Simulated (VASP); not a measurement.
Write the native input for VASP 6.6.1 that does the following.

```
Task                   : single point
Functional             : PBE
Potentials or basis    : VASP PAW PBE potentials, release 64 (Cu, Rh_pv, Au)
Cutoff                 : 520 eV
k mesh                 : 3 × 3 × 3
Occupations            : gaussian, width 0.1 eV
Spin                   : no spin polarisation
Dipole correction      : no
Further INCAR settings : LREAL = Auto; ALGO = Fast; EDIFF = 1e-06; NBANDS = 122; ISYM = 0
```

The structure of CuRh5Au2 lies in POSCAR:

```
CuRh5Au2
1.0
   -3.8961634590      3.9152529928     -3.9065615641
    3.8910381013      3.8972943857      3.8937283148
    3.8915594360     -3.9024197434     -3.8891242918
Cu Rh Au
2 10 4
Direct
    0.2426894718      0.4979114757      0.2423512459
    0.7529348044      0.2479850166     -0.0019414533
    0.2573716198      0.0080414130      0.7502602206
    1.0060631688      0.2461505103      0.7550240429
    0.4921149760     -0.0090469095      0.4998012813
    0.2446290443      0.2424489345      0.5015944120
    0.5022020572      0.7615625942      0.7619639516
    0.7477506774      0.9902069094      0.2433512022
   -0.0006280538      0.0063802010      0.0059401913
    1.0090723677      0.7650462376      0.2527142275
    0.4895397919      0.5030344232      0.9905513687
    0.2568657621      0.7515774384      1.0074490621
    0.7524612007      0.4944332225      0.7601887474
    1.0079092846      0.4986885379      0.4908166575
    0.4944374684      0.2464922796      0.2421336452
    0.7441011563      0.7517544575      0.4996552864
```

One way to write it, as run:

INCAR

```
SYSTEM = CuRh5Au2
  PREC = Accurate
  ENCUT = 520
  EDIFF = 1E-6
  ISMEAR = 0
  SIGMA = 0.1
  LREAL = Auto
  LASPH = .TRUE.
  NELM = 60
  ALGO = Fast
  ISIF = 2
  LWAVE = .FALSE.
  LCHARG = .TRUE.
  GGA = PE
  LELF = .TRUE.
  LVHAR = .TRUE.
  NBANDS = 122
  ISYM = 0
```

KPOINTS

```
Automatic mesh
0
G
  3 3 3
  0 0 0
```

Potentials or basis: VASP PAW PBE potentials, release 64 (Cu, Rh_pv, Au).

Launch:

```sh
$ cat potpaw_PBE.64/Cu/POTCAR potpaw_PBE.64/Rh_pv/POTCAR potpaw_PBE.64/Au/POTCAR > POTCAR
$ mpirun -np 1 vasp_std > vasp.out
```

It gave:

| Item | Value |
| --- | --- |
| Pressure | -0.1 GPa |
| Largest force | 0.023 eV/Å |
| Band gap on the k mesh | zero (bands 108 and 109 overlap by 0.36 eV) |

Caveat: the k points lie up to 0.38 Å⁻¹ apart; spin-orbit coupling is left out, which moves the levels of the heavy elements.

It took 17 min on 1 thread of Intel(R) Xeon(R) 6975P-C (Granite Rapids) (shared host), peak memory 0.51 GiB.
